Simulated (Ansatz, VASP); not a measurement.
One calculation of In3Cu, two programs

```
CELL_PARAMETERS angstrom
4.29538 0.11632 0.11632
0.11632 4.29538 0.11632
0.11632 0.11632 4.29538
ATOMIC_POSITIONS crystal
In 0.00000 0.50000 0.50000
In 0.50000 0.00000 0.50000
In 0.50000 0.50000 0.00000
Cu 0.00000 0.00000 0.00000
```

Alike in both runs: task single point; functional LDA; k mesh 10 × 10 × 10; occupations gaussian, width 0.15 eV; no spin polarisation.

|  | VASP | Ansatz |
| --- | --- | --- |
| version | VASP 6.6.1 | Ansatz 0.2.0 |
| potentials or method | VASP PAW LDA potentials, release 64 (In_d, Cu), cutoff 520 eV | scalar-relativistic, plane waves, PAW |
| valence electrons in the cell | 50 | 58 |

Ansatz gave:

```
gap on the k mesh at the Fermi level (eV)                     : none
pressure (GPa)                                                : 1.9
traceless stress, the component that is largest in VASP (GPa) : -0.63
```

Question: What did VASP give for the same quantities?

Answer: gap on the k mesh at the Fermi level (eV): none; pressure (GPa): 1.9; traceless stress, the component that is largest in VASP (GPa): -0.64.

LDA's correlation is that of Perdew and Zunger in VASP and of Perdew and Wang (1992) in Ansatz. A gap of «none» marks a metal or a gap that the smearing closes. VASP's potentials hold 50 valence electrons a cell and Ansatz's 58, so a difference there can come from the potentials and not from the codes.
